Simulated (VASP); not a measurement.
# CdTe4 (Pm-3m) in VASP: notebook

The runs below take CdTe4 through single point, with PBE.

Everything below comes from runs of VASP 6.6.1. Logs are shortened: lines on timing, memory, paths and dates and some standing lists are left out, and cuts for length are marked.

## (1) The cell of the first run

Symmetry: Pm-3m, No. 221, cubic system. Conventional cell: a = 5.556 Å, b = 5.556 Å, c = 5.556 Å, α = 90.00°, β = 90.00°, γ = 90.00°. Within 3.7 Å of Cd (site symmetry m-3m) lie 6 Te at 2.78 Å. Within 3.7 Å of Te (site symmetry 4/mmm) lie 2 Cd at 2.78 Å. Te (site symmetry m-3m) has 12 Te at 3.93 Å and 8 Cd at 4.81 Å within 5.2 Å.

The cell was built from a structure type or drawn by symmetry, and may not be a known phase.

## (2) Single point, PBE

INCAR

```
SYSTEM = CdTe4
PREC = Accurate
ENCUT = 520
EDIFF = 1E-6
ISMEAR = 0
SIGMA = 0.1
LREAL = .FALSE.
LASPH = .TRUE.
NELM = 80
ALGO = Normal
ISIF = 2
LWAVE = .FALSE.
LCHARG = .TRUE.
GGA = PE
LELF = .TRUE.
LVHAR = .TRUE.
NBANDS = 26
```

KPOINTS

```
regular mesh
0
G
  4 4 4
  0 0 0
```

POSCAR

```
CdTe4
1.0
    5.5559985927      0.0000000000      0.0000000000
    0.0000000000      5.5559985927      0.0000000000
    0.0000000000      0.0000000000      5.5559985927
Cd Te
1 4
Direct
    0.0000000000      0.0000000000      0.0000000000
    0.5000000000      0.0000000000      0.0000000000
    0.0000000000      0.5000000000      0.0000000000
    0.0000000000      0.0000000000      0.5000000000
    0.5000000000      0.5000000000      0.5000000000
```

Potentials or basis: VASP PAW PBE potentials, release 64 (Cd, Te).

Launch:

```console
> cat potpaw_PBE.64/Cd/POTCAR potpaw_PBE.64/Te/POTCAR > POTCAR
> mpirun -np 1 vasp_std > vasp.out
```

OUTCAR:

```text
SYSTEM = CdTe4
   PREC = Accurate
   ENCUT = 520
   EDIFF = 1E-6
   ISMEAR = 0
   LREAL = .FALSE.
   LASPH = .TRUE.
   NELM = 80
   ISIF = 2
   GGA = PE

 ion  position               nearest neighbor table
   1  0.000  0.000  0.000-   2 2.78   3 2.78   4 2.78   4 2.78   3 2.78   2 2.78
   2  0.500  0.000  0.000-   1 2.78   1 2.78
   3  0.000  0.500  0.000-   1 2.78   1 2.78
   4  0.000  0.000  0.500-   1 2.78   1 2.78
   5  0.500  0.500  0.500-

  LATTYP: Found a simple cubic cell.
 ALAT       =     5.5559985927

  Lattice vectors:

 A1 = (   5.5559985927,   0.0000000000,   0.0000000000)
 A2 = (   0.0000000000,   5.5559985927,   0.0000000000)
 A3 = (   0.0000000000,   0.0000000000,   5.5559985927)

Analysis of symmetry for initial positions (statically):
=====================================================================
 Subroutine PRICEL returns:
 Original cell was already a primitive cell.

 Routine SETGRP: Setting up the symmetry group for a
 simple cubic supercell.

 Subroutine GETGRP returns: Found 48 space group operations
 (whereof 48 operations were pure point group operations)
 out of a pool of 48 trial point group operations.

The static configuration has the point symmetry O_h .

Analysis of symmetry for dynamics (positions and initial velocities):
=====================================================================
 Subroutine PRICEL returns:
 Original cell was already a primitive cell.

 Routine SETGRP: Setting up the symmetry group for a
 simple cubic supercell.

 Subroutine GETGRP returns: Found 48 space group operations
 (whereof 48 operations were pure point group operations)
 out of a pool of 48 trial point group operations.

The dynamic configuration has the point symmetry O_h .

 Subroutine INISYM returns: Found 48 space group operations
 (whereof 48 operations are pure point group operations),
 and found     1 'primitive' translations

----------------------------------------------------------------------------------------

                                     Primitive cell

  volume of cell :     171.5088

  direct lattice vectors                    reciprocal lattice vectors
     5.555998593  0.000000000  0.000000000     0.179985647  0.000000000  0.000000000
     0.000000000  5.555998593  0.000000000     0.000000000  0.179985647  0.000000000
     0.000000000  0.000000000  5.555998593     0.000000000  0.000000000  0.179985647

  length of vectors
     5.555998593  5.555998593  5.555998593     0.179985647  0.179985647  0.179985647

  position of ions in fractional coordinates (direct lattice)
     0.000000000  0.000000000  0.000000000
     0.500000000  0.000000000  0.000000000
     0.000000000  0.500000000  0.000000000
     0.000000000  0.000000000  0.500000000
     0.500000000  0.500000000  0.500000000

  ion indices of the primitive-cell ions
   primitive index   ion index
                 1           1
                 2           2
                 3           3
                 4           4
                 5           5

----------------------------------------------------------------------------------------

 KPOINTS: regular mesh

Automatic generation of k-mesh.
 Grid dimensions read from file:
 generate k-points for:    4    4    4

 Generating k-lattice:

  Cartesian coordinates                     Fractional coordinates (reciprocal lattice)
     0.044996412  0.000000000  0.000000000     0.250000000  0.000000000  0.000000000
     0.000000000  0.044996412  0.000000000     0.000000000  0.250000000  0.000000000
     0.000000000  0.000000000  0.044996412     0.000000000  0.000000000  0.250000000

  Length of vectors
     0.044996412  0.044996412  0.044996412

  Shift w.r.t. Gamma in fractional coordinates (k-lattice)
     0.000000000  0.000000000  0.000000000

 Subroutine IBZKPT returns following result:
 ===========================================

 Found     10 irreducible k-points:

 Following reciprocal coordinates:
            Coordinates               Weight
  0.000000  0.000000  0.000000      1.000000
  0.250000  0.000000  0.000000      6.000000
  0.500000  0.000000  0.000000      3.000000
  0.250000  0.250000  0.000000     12.000000
  0.500000  0.250000  0.000000     12.000000
  0.500000  0.500000  0.000000      3.000000
  0.250000  0.250000  0.250000      8.000000
  0.500000  0.250000  0.250000     12.000000
  0.500000  0.500000  0.250000      6.000000
  0.500000  0.500000  0.500000      1.000000
   k-points           NKPTS =     10   k-points in BZ     NKDIM =     10   number of bands    NBANDS=     26
   number of dos      NEDOS =    301   number of ions     NIONS =      5
   total plane-waves  NPLWV =  74088
   dimension x,y,z NGX =    42 NGY =   42 NGZ =   42
   dimension x,y,z NGXF=    84 NGYF=   84 NGZF=   84
   ions per type =               1   4
   NGX,Y,Z   is equivalent  to a cutoff of  12.57, 12.57, 12.57 a.u.
   NGXF,Y,Z  is equivalent  to a cutoff of  25.13, 25.13, 25.13 a.u.
 SYSTEM =  CdTe4
   PREC   = accura    normal or accurate (medium, high low for compatibility)
   ISTART =      0    job   : 0-new  1-cont  2-samecut
   ICHARG =      2    charge: 1-file 2-atom 10-const
   ISPIN  =      1    spin polarized calculation?
   LNONCOLLINEAR =      F non collinear calculations
   LSORBIT =      F    spin-orbit coupling
   LASPH  =      T    aspherical Exc in radial PAW
   ENCUT  =  520.0 eV  38.22 Ry    6.18 a.u.  10.33 10.33 10.33*2*pi/ulx,y,z
   NELM   =     80;   NELMIN=  2; NELMDL= -5     # of ELM steps
   EDIFF  = 0.1E-05   stopping-criterion for ELM
   LREAL  =      F    real-space projection
   EDIFFG = 0.1E-04   stopping-criterion for IOM
   NSW    =      0    number of steps for IOM
   IBRION =     -1    ionic relax: 0-MD 1-quasi-New 2-CG
   NFREE  =      0    steps in history (QN), initial steepest desc. (CG)
   ISIF   =      2    stress and relaxation
   ISYM   =      2    0-nonsym 1-usesym 2-fastsym
   POTIM  = 0.5000    time-step for ionic-motion
   TEBEG  =    0.0;   TEEND  =   0.0 temperature during run
   PSTRESS=    0.0 pullay stress
   NELECT =      36.0000    total number of electrons
   NUPDOWN=      -1.0000    fix difference up-down
   EMIN   =  10.00;   EMAX   =-10.00  energy-range for DOS
   EFERMI =   0.00;   METHOD = LEGACY
   ISMEAR =     0;   SIGMA  =   0.10  broadening in eV -4-tet -1-fermi 0-gaus
   EFERMI_NEDOS =   21; number of points for ismear=-14 and -15
   IALGO  =     38    algorithm
   IMIX   =      4    mixing-type and parameters
     AMIX     =   0.40;   BMIX     =  1.00
     AMIX_MAG =   1.60;   BMIX_MAG =  1.00
  volume/ion in A,a.u.               =      34.30       231.48
  Fermi-wavevector in a.u.,A,eV,Ry     =   0.972927  1.838565 12.879094  0.946587
  Thomas-Fermi vector in A             =   2.103265
   LORBIT       =      0    0 simple, 1 ext, 2 COOP (PROOUT), +10 PAW based schemes
   GGA     = PE    functional components
   LHFCALC =     F    Hartree Fock is set to
   AEXX    =    0.0000 exact exchange contribution
   IVDW    =     0    specifies the selected vdW correction
   LEPSILON=     F    determine dielectric tensor
   LRPA    =     F    only Hartree local field effects (RPA)
 non-spin polarized calculation
 Gauss-broadening in eV      SIGMA  =   0.10
  energy-cutoff  :      520.00
  volume of cell :      171.51
 maximum number of plane-waves:      4645
 NGX is ok and might be reduce to    42
   NGX = 21   NGY = 21   NGZ = 21

 number of electron      36.0000007 magnetization

 Free energy of the ion-electron system (eV)
  ---------------------------------------------------
  ext. energy  EPLUGINS =         0.00000000
  ---------------------------------------------------
  free energy    TOTEN  =       -10.50682312 eV

  energy without entropy =      -10.48745766  energy(sigma->0) =      -10.49714039

 E-fermi :   3.9973     XC(G=0):  -9.0253

 val. band max:        3.9270543010   @ k =   0.2500   0.2500   0.2500
 cond. band min:       4.0469214834   @ k =   0.5000   0.2500   0.2500
 fundamental gap:      0.1198671824
 Fermi energy:         3.9972971536

 k-point     1 :       0.0000    0.0000    0.0000
  band No.  band energies     occupation
      1      -7.9831      2.00000
      2      -6.8307      2.00000
      3      -6.8307      2.00000
      4      -5.9321      2.00000
      5      -4.7621      2.00000
      6      -4.7621      2.00000
[... 18 lines left out ...]
     25       8.9950      0.00000
     26       8.9950      0.00000

 k-point     2 :       0.2500    0.0000    0.0000
  band No.  band energies     occupation
      1      -7.7870      2.00000
      2      -6.8248      2.00000
      3      -6.8156      2.00000
      4      -5.9782      2.00000
      5      -4.7769      2.00000
      6      -4.7769      2.00000
[... 18 lines left out ...]
     25       9.4511      0.00000
     26      10.0427      0.00000

 k-point     3 :       0.5000    0.0000    0.0000
  band No.  band energies     occupation
      1      -7.4881      2.00000
      2      -6.9282      2.00000
      3      -6.8189      2.00000
      4      -5.8960      2.00000
      5      -5.0638      2.00000
      6      -4.7915      2.00000
[... 18 lines left out ...]
     25      10.1890      0.00000
     26      10.7219      0.00000

 k-point     4 :       0.2500    0.2500    0.0000
  band No.  band energies     occupation
      1      -7.5937      2.00000
      2      -6.8137      2.00000
      3      -6.7530      2.00000
      4      -6.0498      2.00000
      5      -4.7892      2.00000
      6      -4.7769      2.00000
[... 18 lines left out ...]
     25      10.2268      0.00000
     26      10.2986      0.00000
[... 90 lines left out ...]
      1      -7.1118      2.00000
      2      -6.7274      2.00000
      3      -6.7241      2.00000
      4      -6.1024      2.00000
      5      -5.1093      2.00000
      6      -4.8086      2.00000
[... 18 lines left out ...]
     25      10.4818      0.00000
     26      10.8075      0.00000

 k-point     9 :       0.5000    0.5000    0.2500
  band No.  band energies     occupation
      1      -6.9033      2.00000
      2      -6.6015      2.00000
      3      -6.6015      2.00000
      4      -6.2091      2.00000
      5      -5.2245      2.00000
      6      -4.9235      2.00000
[... 18 lines left out ...]
     25      10.2539      0.00000
     26      10.5893      0.00000

 k-point    10 :       0.5000    0.5000    0.5000
  band No.  band energies     occupation
      1      -6.5764      2.00000
      2      -6.5764      2.00000
      3      -6.5764      2.00000
      4      -6.1793      2.00000
      5      -5.2244      2.00000
      6      -5.2244      2.00000
[... 18 lines left out ...]
     25       9.7563      0.00000
     26      10.7107      0.00000

------------------------ aborting loop because EDIFF is reached ----------------------------------------

  FORCE on cell =-STRESS in cart. coord.  units (eV):
  Direction    XX          YY          ZZ          XY          YZ          ZX
  --------------------------------------------------------------------------------------
  -------------------------------------------------------------------------------------
  Total       -0.0610442     -0.0610442     -0.0610442     -0.0000000      0.0000000      0.0000000
  in kB       -0.5702539     -0.5702539     -0.5702539     -0.0000000      0.0000000      0.0000000
  external PRESSURE =      -0.5702539 kB  Pullay stress =       0.0000000 kB

 VOLUME and BASIS-vectors are now :
 -----------------------------------------------------------------------------
  energy-cutoff  :      520.00
  volume of cell :      171.51
      direct lattice vectors                 reciprocal lattice vectors
     5.555998593  0.000000000  0.000000000     0.179985647  0.000000000  0.000000000
     0.000000000  5.555998593  0.000000000     0.000000000  0.179985647  0.000000000
     0.000000000  0.000000000  5.555998593     0.000000000  0.000000000  0.179985647

 POSITION                                       TOTAL-FORCE (eV/Angst)
 -----------------------------------------------------------------------------------
      0.00000      0.00000      0.00000         0.000000      0.000000      0.000000
      2.77800      0.00000      0.00000         0.000000      0.000000      0.000000
      0.00000      2.77800      0.00000         0.000000      0.000000      0.000000
      0.00000      0.00000      2.77800         0.000000      0.000000      0.000000
      2.77800      2.77800      2.77800         0.000000      0.000000      0.000000
 -----------------------------------------------------------------------------------
    total drift:                               -0.000000      0.000000     -0.000000

  FREE ENERGIE OF THE ION-ELECTRON SYSTEM (eV)
  ---------------------------------------------------
  free  energy   TOTEN  =       -10.5068231181 eV

  energy  without entropy=      -10.4874576643  energy(sigma->0) =      -10.49714039
```

Wall time 40 s (1 thread of Intel Xeon Platinum 8259CL at 2.50GHz (Skylake/Cascade Lake), shared host); peak memory 0.26 GiB.

Results:

```
Free energy            : -10.5068 eV
Pressure               : -0.1 GPa
Band gap on the k mesh : zero (bands 18 and 19 overlap by 1.08 eV)
```

Caveat: spin-orbit coupling is left out, which moves the levels of the heavy elements.

## (3) Single point, PBE

This run uses another cell than the first one, of 35.06 Å³/atom.

INCAR

```
ALGO = Normal ; EDIFF = 1E-6
ENCUT = 520 ; GGA = PE
ISIF = 2 ; ISMEAR = 0
LASPH = True ; LCHARG = False
LREAL = False ; LWAVE = False
NBANDS = 26 ; NELM = 60
PREC = Accurate ; SIGMA = 0.1
```

KPOINTS

```
k-points
0
Gamma
  4 4 4
```

Changes to POSCAR since step 2:

```diff
@@ -2,5 +2,5 @@
 1.0
-    5.5559985927      0.0000000000      0.0000000000
-    0.0000000000      5.5559985927      0.0000000000
-    0.0000000000      0.0000000000      5.5559985927
+    5.5968054300      0.0000000000      0.0000000000
+    0.0000000000      5.5968054300      0.0000000000
+    0.0000000000      0.0000000000      5.5968054300
 Cd Te
```

Potentials or basis: VASP PAW PBE potentials, release 64 (Cd, Te).

Launch:

```console
> cat potpaw_PBE.64/Cd/POTCAR potpaw_PBE.64/Te/POTCAR > POTCAR
> mpirun -np 1 vasp_std > vasp.out
```

Run time: 40 s. Hardware: 1 thread of Intel Xeon Platinum 8259CL at 2.50GHz (Skylake/Cascade Lake), shared host; peak memory 0.27 GiB.

Results (log left out):

```yaml
Free_energy: -10.4967 eV
Pressure: -0.8 GPa
Band_gap_on_the_k_mesh: zero (bands 18 and 19 overlap by 1.03 eV)
```

Levels at points of the mesh, in eV from the Fermi level:
```
           k point  band 16  band 17  band 18  band 19  band 20  band 21
(0.00, 0.00, 0.00)    -0.62    -0.62    -0.62    -0.21     1.05     1.05
(0.50, 0.00, 0.00)    -1.08    -1.07    -0.34    -0.34     0.26     0.26
(0.50, 0.50, 0.00)    -1.16    -1.12     0.49     0.49     0.62     0.66
(0.50, 0.50, 0.50)     0.66     0.69     0.69     0.69     0.69     0.69
```

Caveat: spin-orbit coupling is left out, which moves the levels of the heavy elements.

## (4) Single point, PBE

INCAR

```
SYSTEM = CdTe4
  ALGO = Normal
  EDIFF = 1E-6
  ENCUT = 520
  GGA = PE
  ISIF = 2
  ISMEAR = 0
  LASPH = .TRUE.
  LCHARG = .TRUE.
  LELF = .TRUE.
  LREAL = .FALSE.
  LVHAR = .TRUE.
  LWAVE = .FALSE.
  NBANDS = 26
  NELM = 100
  PREC = Accurate
  SIGMA = 0.1
```

KPOINTS

```
k-points
0
G
  8 8 8
  0 0 0
```

Changes to POSCAR since step 3:

```diff
@@ -2,5 +2,5 @@
 1.0
-    5.5968054300      0.0000000000      0.0000000000
-    0.0000000000      5.5968054300      0.0000000000
-    0.0000000000      0.0000000000      5.5968054300
+    5.5559985927      0.0000000000      0.0000000000
+    0.0000000000      5.5559985927      0.0000000000
+    0.0000000000      0.0000000000      5.5559985927
 Cd Te
```

Launch:

```console
> cat potpaw_PBE.64/Cd/POTCAR potpaw_PBE.64/Te/POTCAR > POTCAR
> mpirun -np 1 vasp_std > vasp.out
```

Wall time 2.1 min (1 thread of Intel Xeon Platinum 8259CL at 2.50GHz (Skylake/Cascade Lake), shared host); peak memory 0.34 GiB.

It converged, with:

| Property | Result |
| --- | --- |
| Free energy | -10.4462 eV |
| Pressure | 0.1 GPa |
| Band gap on the k mesh | zero (bands 18 and 19 overlap by 1.20 eV) |

Levels at points of the mesh, in eV from the Fermi level:
| k point | band 16 | band 17 | band 18 | band 19 | band 20 | band 21 |
| --- | --- | --- | --- | --- | --- | --- |
| (0.00, 0.00, 0.00) | -0.61 | -0.61 | -0.61 | -0.17 | 1.12 | 1.12 |
| (0.50, 0.00, 0.00) | -1.10 | -1.08 | -0.32 | -0.32 | 0.29 | 0.29 |
| (0.50, 0.50, 0.00) | -1.17 | -1.14 | 0.53 | 0.53 | 0.68 | 0.73 |
| (0.50, 0.50, 0.50) | 0.72 | 0.75 | 0.75 | 0.75 | 0.77 | 0.77 |

Caveat: spin-orbit coupling is left out, which moves the levels of the heavy elements.

## (5) The runs side by side

```csv
cell,k mesh,gap on the mesh (eV),pressure (GPa)
"a = 5.556 Å, 5 atoms",4 × 4 × 4,none,-0.1
"a = 5.597 Å, 5 atoms",4 × 4 × 4,none,-0.8
"a = 5.556 Å, 5 atoms",8 × 8 × 8,none,0.1
```

Alike in all rows: task single point; level PBE; potentials or basis VASP PAW PBE potentials, release 64 (Cd, Te); no spin polarisation; cutoff (eV) 520; smearing gaussian 0.1 eV.

Caveats: spin-orbit coupling is left out, which moves the levels of the heavy elements.

Absolute energies hang on the potentials; compare differences alone.
